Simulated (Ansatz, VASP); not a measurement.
Al: VASP beside Ansatz

File INCAR:

```
  PREC = Accurate
  ENCUT = 520
  EDIFF = 1E-6
  ISMEAR = 0
  SIGMA = 0.1
  LREAL = Auto
  LASPH = True
  NELM = 100
  ALGO = Fast
  ISIF = 2
  LWAVE = False
  LCHARG = False
  GGA = PE
  NBANDS = 60
```

KPOINTS

```
regular mesh
0
Gamma
  6 6 6
```

The input POSCAR:

```
Al
1.0
   -6.0624313445     -6.0624313445      0.0000000000
    0.0000000000     -6.0624313445      6.0624313445
   -6.0624313445      0.0000000000      6.0624313445
Al
27
Direct
    0.6666666667      0.0000000000      0.0000000000
    0.3333333333      0.0000000000      0.0000000000
    0.0000000000      0.0000000000      0.0000000000
    0.6666666667      0.3333333333      0.0000000000
    0.3333333333      0.3333333333      0.0000000000
    0.0000000000      0.3333333333      0.0000000000
    0.6666666667      0.6666666667      0.0000000000
    0.3333333333      0.6666666667      0.0000000000
    0.0000000000      0.6666666667      0.0000000000
    0.6666666667      0.0000000000      0.3333333333
    0.3333333333      0.0000000000      0.3333333333
    0.0000000000      0.0000000000      0.3333333333
    0.6666666667      0.3333333333      0.3333333333
    0.3333333333      0.3333333333      0.3333333333
    0.0000000000      0.3333333333      0.3333333333
    0.6666666667      0.6666666667      0.3333333333
    0.3333333333      0.6666666667      0.3333333333
    1.0000000000      0.6666666667      0.3333333333
    0.6666666667      0.0000000000      0.6666666667
    0.3333333333      0.0000000000      0.6666666667
    0.0000000000      0.0000000000      0.6666666667
    0.6666666667      0.3333333333      0.6666666667
    0.3333333333      0.3333333333      0.6666666667
    1.0000000000      0.3333333333      0.6666666667
    0.6666666667      0.6666666667      0.6666666667
    0.3333333333      0.6666666667      0.6666666667
    0.0000000000      0.6666666667      0.6666666667
```

Input for Ansatz:

```yaml
crystal:
  lattice:
    - [-6.0624313445, -6.0624313445, 0.0]
    - [0.0, -6.0624313445, 6.0624313445]
    - [-6.0624313445, 0.0, 6.0624313445]
  atoms:
    - { symbol: Al, position: [0.6666666667, 0.0, 0.0] }
    - { symbol: Al, position: [0.3333333333, 0.0, 0.0] }
    - { symbol: Al, position: [0.0, 0.0, 0.0] }
    - { symbol: Al, position: [0.6666666667, 0.3333333333, 0.0] }
    - { symbol: Al, position: [0.3333333333, 0.3333333333, 0.0] }
    - { symbol: Al, position: [0.0, 0.3333333333, 0.0] }
    - { symbol: Al, position: [0.6666666667, 0.6666666667, 0.0] }
    - { symbol: Al, position: [0.3333333333, 0.6666666667, 0.0] }
    - { symbol: Al, position: [0.0, 0.6666666667, 0.0] }
    - { symbol: Al, position: [0.6666666667, 0.0, 0.3333333333] }
    - { symbol: Al, position: [0.3333333333, 0.0, 0.3333333333] }
    - { symbol: Al, position: [0.0, 0.0, 0.3333333333] }
    - { symbol: Al, position: [0.6666666667, 0.3333333333, 0.3333333333] }
    - { symbol: Al, position: [0.3333333333, 0.3333333333, 0.3333333333] }
    - { symbol: Al, position: [0.0, 0.3333333333, 0.3333333333] }
    - { symbol: Al, position: [0.6666666667, 0.6666666667, 0.3333333333] }
    - { symbol: Al, position: [0.3333333333, 0.6666666667, 0.3333333333] }
    - { symbol: Al, position: [1.0, 0.6666666667, 0.3333333333] }
    - { symbol: Al, position: [0.6666666667, 0.0, 0.6666666667] }
    - { symbol: Al, position: [0.3333333333, 0.0, 0.6666666667] }
    - { symbol: Al, position: [0.0, 0.0, 0.6666666667] }
    - { symbol: Al, position: [0.6666666667, 0.3333333333, 0.6666666667] }
    - { symbol: Al, position: [0.3333333333, 0.3333333333, 0.6666666667] }
    - { symbol: Al, position: [1.0, 0.3333333333, 0.6666666667] }
    - { symbol: Al, position: [0.6666666667, 0.6666666667, 0.6666666667] }
    - { symbol: Al, position: [0.3333333333, 0.6666666667, 0.6666666667] }
    - { symbol: Al, position: [0.0, 0.6666666667, 0.6666666667] }
basis:
  ecutwfc: 420
  xc_grid: 2
kpoints:
  mp_grid: { grid: [6, 6, 6], shift: [0.0, 0.0, 0.0] }
hamiltonian:
  xc: pbe
scf:
  occupations: { method: gaussian, width: 0.1 }
output:
  forces: true
  stress: true
  eigenvalues: true
```

Alike in both runs: task single point; functional PBE; k mesh 6 × 6 × 6; occupations gaussian, width 0.1 eV; no spin polarisation.

|  | VASP | Ansatz |
| --- | --- | --- |
| version | VASP 6.6.1 | Ansatz 0.2.0 |
| potentials or method | VASP PAW PBE potentials, release 64 (Al), cutoff 520 eV | scalar-relativistic, plane waves, PAW |
| valence electrons in the cell | 81 | 81 |

|  | VASP | Ansatz | Ansatz less VASP |
| --- | --- | --- | --- |
| gap on the k mesh at the Fermi level (eV) | none | none | - |
| pressure (GPa) | -0.1 | 0.0 | +0.04 |

A gap of «none» marks a metal or a gap that the smearing closes.
